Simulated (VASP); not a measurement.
**MgS: single point with PBEsol-based screened hybrid with 25 % exact exchange**

Crystal: MgS.

```
CELL_PARAMETERS angstrom
3.56494 0.00000 0.00000
-1.78247 3.08733 0.00000
0.00000 0.00000 3.27804
ATOMIC_POSITIONS crystal
Mg 0.00000 0.00000 0.50000
S 0.66667 0.33333 0.00000
```

```
Program                            : VASP 6.6.1
Task                               : single point
Functional                         : PBEsol-based screened hybrid with 25 % exact exchange
Potentials or basis                : VASP PAW PBE potentials, release 64 (Mg, S)
Cutoff                             : 520 eV
k mesh                             : 5 × 5 × 4
Occupations                        : fermi-dirac, width 0.05 eV
Spin                               : no spin polarisation
Dipole correction                  : no
Grid for exact exchange (PRECFOCK) : Normal
Share of exact exchange            : 0.25
Further INCAR settings             : ALGO = Normal; EDIFF = 1e-06; NBANDS = 11
Screening parameter                : 0.207 1/Å
```

```json
{
  "Pressure": "-0.3 GPa",
  "Band gap on the k mesh": "2.35 eV (least direct gap 3.29 eV)"
}
```

Stress tensor (GPa, compression positive):
```
-0.26  0.00  0.00
 0.00 -0.26  0.00
 0.00  0.00 -0.34
```

Levels at points of the mesh, in eV from the valence-band top:
| k point | band 1 | band 2 | band 3 | band 4 | band 5 | band 6 | band 7 | band 8 |
| --- | --- | --- | --- | --- | --- | --- | --- | --- |
| (0.00, 0.00, 0.00) | -14.55 | -0.87 | -0.82 | -0.82 | 3.15 | 6.28 | 8.22 | 8.22 |
| (0.00, 0.00, 0.50) | -13.29 | -6.43 | 0.00 | 0.00 | 6.62 | 8.35 | 9.55 | 9.55 |

Run time: 97 s on 1 thread of Intel(R) Xeon(R) 6975P-C (Granite Rapids), with other jobs on the host, peak memory 0.26 GiB.

Caveat: the k points lie up to 0.48 Å⁻¹ apart; the PAW data sets were made with another functional, which shifts forces and pressure a little; an odd mesh through Γ misses points on the zone boundary, where band edges can lie.
